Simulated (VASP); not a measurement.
Set up this calculation in VASP 6.6.1, as the native input.

| Quantity | Value |
| --- | --- |
| Task | relaxation of cell and atoms |
| Functional | PBE |
| Potentials or basis | VASP PAW PBE potentials, release 64 (Ta_pv) |
| Cutoff | 600 eV |
| k mesh | 18 × 18 × 18 |
| Occupations | gaussian, width 0.1 eV |
| Spin | no spin polarisation |
| Target pressure | 2 GPa |
| Dipole correction | no |
| Further INCAR settings | ALGO = Normal; EDIFF = 1e-07; IBRION = 2; EDIFFG = -0.008; NSW = 70; ISIF = 3 |

The structure of Ta lies in POSCAR:

```
Ta
1.0
   -1.6487018199      1.6487018199      1.6487018199
    1.6487018199     -1.6487018199      1.6487018199
    1.6487018199      1.6487018199     -1.6487018199
Ta
1
Direct
    0.0000000000      0.0000000000      0.0000000000
```

These files were run (other wordings do the same):

INCAR

```
SYSTEM = Ta
PREC = Accurate
ENCUT = 600
EDIFF = 1E-7
ISMEAR = 0
SIGMA = 0.1
LREAL = .FALSE.
LASPH = .TRUE.
NELM = 60
ALGO = Normal
ISIF = 3
LWAVE = .FALSE.
LCHARG = .FALSE.
GGA = PE
IBRION = 2
NSW = 70
EDIFFG = -0.008
PSTRESS = 20.0
```

KPOINTS

```
Automatic mesh
0
G
  18 18 18
  0 0 0
```

Potentials or basis: VASP PAW PBE potentials, release 64 (Ta_pv).

The run is started by

```console
$ cat potpaw_PBE.64/Ta_pv/POTCAR > POTCAR
$ mpirun -np 1 vasp_std > vasp.out
```

It gave:

| Quantity | Value |
| --- | --- |
| Relaxed volume | 18.11 Å³/atom |
| Relaxed cell | a = 2.865 Å, b = 2.865 Å, c = 2.865 Å, α = 109.47°, β = 109.47°, γ = 109.47° |
| Space group after relaxing (to 0.05 Å) | Im-3m (No. 229) |
| Energy change on relaxing (the enthalpy is what falls) | -3.4 meV/atom |
| Ionic steps | 3 |
| Pressure after relaxing | 2.0 GPa |

Caveat: the cell is relaxed towards a set pressure, so the enthalpy falls and the energy may rise.

Wall time 32 s on 1 thread of Intel(R) Xeon(R) Platinum 8375C CPU @ 2.90GHz (Ice Lake), with other jobs on the host, peak memory 0.15 GiB.
